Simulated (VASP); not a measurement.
Crystal: CuO.

```
Cu O
1.0
     1.98841   -2.05679    0.00000
     1.98841    2.05679    0.00000
     0.00000    0.00000    5.13267
Cu O
2 2
Cartesian
  0.9942 -1.0284 0.0000
  0.9942 1.0284 2.5663
  1.9884 0.0000 1.2832
  1.9884 0.0000 3.8495
```

Base run:

| Item | Value |
| --- | --- |
| Program | VASP 6.6.1 |
| Functional | PBE |
| Potentials or basis | VASP PAW PBE potentials, release 64 (Cu, O) |
| Cutoff | 520 eV |
| k mesh | 9 × 9 × 5 |
| Occupations | fermi-dirac, width 0.05 eV |
| Spin | no spin polarisation |

Its results: band gap on the k mesh zero (band 17 reaches 6.21 eV, above the bottom of band 18 at 5.28 eV); pressure 10.8 GPa.

Problem. The run is repeated on the same cell with these changes: potentials or basis from VASP PAW PBE potentials, release 64 (Cu, O) to VASP PAW PBE potentials, release 64 (Cu_sv_GW, O); cutoff from 520 eV to 700 eV; further incar settings from ALGO = Normal; EDIFF = 1e-07; NBANDS = 25 to ALGO = Normal; EDIFF = 1e-06; NBANDS = 33; valence electrons from 34 to 50. What comes out?

Solution. Band gap on the k mesh zero (band 25 reaches 6.25 eV, above the bottom of band 26 at 5.32 eV); pressure 7.0 GPa.

Caveats: semilocal functionals often make such compounds metallic where correlation or magnetic order opens a gap, which also shifts bond lengths.
